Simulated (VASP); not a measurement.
Input of a VASP 6.6.1 run:

INCAR

```
PREC     = Accurate       # precision mode
ENCUT    = 520            # plane-wave cutoff, eV
EDIFF    = 1E-6           # SCF threshold, eV
ISMEAR   = 0              # smearing method
SIGMA    = 0.05           # smearing width, eV
LREAL    = False          # projectors in reciprocal space
LASPH    = True           # aspherical terms in the spheres
NELM     = 100            # most SCF steps
ALGO     = Normal         # electronic algorithm
ISIF     = 2              # what is computed and relaxed
LWAVE    = False          # write WAVECAR
LCHARG   = False          # write CHGCAR
GGA      = PE             # functional
NBANDS   = 15             # bands
```

Contents of KPOINTS:

```
Automatic mesh
0
Gamma
  6 6 6
```

Contents of POSCAR:

```
RbBr
1.0
    4.0251860190      0.0000000000      0.0000000000
    0.0000000000      4.0251860190      0.0000000000
    0.0000000000      0.0000000000      4.1929021031
Rb Br
1 1
Direct
   -0.0231445439      0.0000000000      0.0000000000
    0.5247561230      0.5000000000      0.5000000000
```

Potentials or basis: VASP PAW PBE potentials, release 64 (Rb_sv, Br).

Launch:

```sh
$ cat potpaw_PBE.64/Rb_sv/POTCAR potpaw_PBE.64/Br/POTCAR > POTCAR
$ mpirun -np 1 vasp_std > vasp.out
```

Estimate the band gap on the k mesh.

4.12 eV (least direct gap 4.27 eV).

Predict the pressure.

1.7 GPa.

Estimate the largest force.

0.190 eV/Å.

Stress tensor (GPa, compression positive):
```
2.02 0.00 0.00
0.00 2.14 0.00
0.00 0.00 0.91
```

Caveat: the cell differs from its parent crystal (atoms displaced along a vibrational mode, the cell strained). A k mesh can miss the band edges.
